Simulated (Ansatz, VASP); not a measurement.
## Two plane-wave programs on Hg

Contents of INCAR:

```
  ALGO = Normal
  EDIFF = 1E-7
  EDIFFG = -0.005
  ENCUT = 600
  GGA = PE
  IBRION = 2
  ISIF = 3
  ISMEAR = -1
  LASPH = T
  LCHARG = F
  LREAL = F
  LWAVE = F
  NELM = 80
  NSW = 100
  PREC = Accurate
  SIGMA = 0.05
```

KPOINTS

```
k-points
0
Gamma
  12 12 12
```

File POSCAR:

```
Hg
1.0
    3.1249785760      0.0000000000      0.0000000000
    0.0000000000      3.1249785760      0.0000000000
    0.0000000000      0.0000000000      3.1249785760
Hg
1
Direct
    0.0000000000      0.0000000000      0.0000000000
```

Input for Ansatz:

```yaml
crystal:
  lattice:
    - [3.124978576, 0.0, 0.0]
    - [0.0, 3.124978576, 0.0]
    - [0.0, 0.0, 3.124978576]
  atoms:
    - { symbol: Hg, position: [0.0, 0.0, 0.0] }
kpoints:
  mp_grid: { grid: [12, 12, 12] }
scf:
  occupations: { method: fermi_dirac, width: 0.05 }
hamiltonian:
  xc: pbe
  pseudopotentials: { kind: paw }
output:
  forces: true
  stress: true
relax:
  f_tol: 0.005
  max_steps: 80
  cell: {}
```

Alike in both runs: task relaxation of cell and atoms; functional PBE; k mesh 12 × 12 × 12; occupations fermi-dirac, width 0.05 eV; no spin polarisation.

|  | VASP | Ansatz |
| --- | --- | --- |
| version | VASP 6.6.1 | Ansatz 0.2.0 |
| potentials or method | VASP PAW PBE potentials, release 64 (Hg) | PAW with Ansatz's default frozen-core files, scalar-relativistic |
| plane-wave cutoff (eV) | 600 | 420 |
| valence electrons in the cell | 12 | 20 |

|  | VASP | Ansatz | Ansatz less VASP |
| --- | --- | --- | --- |
| relaxed volume (Å³/atom) | 30.35 | 29.61 | -0.748 |
| relaxed cell length with the largest relative difference (Å) | 3.119 | 3.094 | -0.0258 |

VASP's potentials hold 12 valence electrons a cell and Ansatz's 20, so a difference there can come from the potentials and not from the codes.

Spin-orbit coupling is off throughout.
